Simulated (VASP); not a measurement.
Runs of VASP 6.6.1 on TePb2S. The structure is trigonal, space group R-3m (No. 166). Conventional cell: a = 4.444 Å, b = 4.444 Å, c = 21.780 Å, α = 90.00°, β = 90.00°, γ = 120.00°. Within 4.3 Å of Te (site symmetry -3m) lie 6 Pb at 3.25 Å. Within 4.0 Å of Pb (site symmetry 3m) lie 3 S at 3.04 Å and 3 Te at 3.25 Å. Within 4.0 Å of S (site symmetry -3m) lie 6 Pb at 3.04 Å. 

```csv
k mesh,gap on the mesh (eV),pressure (GPa),largest force (eV/Å)
5 × 5 × 5,0.63,-4.0,0.03
2 × 2 × 2,0.45,-1.6,(a)
6 × 6 × 6,(b),-4.0,0.04
3 × 3 × 3,0.64,-4.0,0.03
```

Alike in all rows: task single point; level LDA; potentials or basis VASP PAW LDA potentials, release 64 (Te, Pb_d, S); no spin polarisation; cell as given; cutoff (eV) 520; smearing gaussian 0.01 eV.

Fill in the values left out.

(a) 0.12; (b) 0.52.

Caveats: some runs use coarse meshes; spin-orbit coupling is left out, which moves the levels of the heavy elements.

A k mesh can miss the band edges, and the runs leave out spin-orbit coupling on Pb, Te.
